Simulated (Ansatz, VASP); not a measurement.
# One calculation of ZnO, two programs

```
Zn O
1.0
     5.51757    0.00000    0.00000
     0.00000    5.51757    0.00000
     0.00000    0.00000    3.25878
Zn O
4 4
Direct
  0.18197 0.18197 0.50000
  0.81803 0.81803 0.50000
  0.68197 0.31803 0.00000
  0.31803 0.68197 0.00000
  0.81725 0.18275 0.50000
  0.18275 0.81725 0.50000
  0.68275 0.68275 0.00000
  0.31725 0.31725 0.00000
```

Alike in both runs: task relaxation of cell and atoms; functional PBE; k mesh 1 × 1 × 2; occupations gaussian, width 0.02 eV; no spin polarisation.

|  | VASP | Ansatz |
| --- | --- | --- |
| version | VASP 6.6.1 | Ansatz 0.2.0 |
| potentials or method | VASP PAW PBE potentials, release 64 (Zn, O), cutoff 600 eV | scalar-relativistic, plane waves, PAW |
| valence electrons in the cell | 72 | 72 |

|  | VASP | Ansatz | Ansatz less VASP |
| --- | --- | --- | --- |
| gap on the k mesh at the Fermi level, each at its own relaxed structure (eV) | 2.39 | 2.49 | +0.105 |
| relaxed volume (Å³/atom) | 9.58 | 9.51 | -0.072 |
| relaxed cell length with the largest relative difference (Å) | 3.883 | 3.872 | -0.0113 |

The k mesh is coarse, so the values compare programs but aren't converged. Noted on VASP's run: the volume moved by over 15 % at a fixed basis, so the end points are rough.
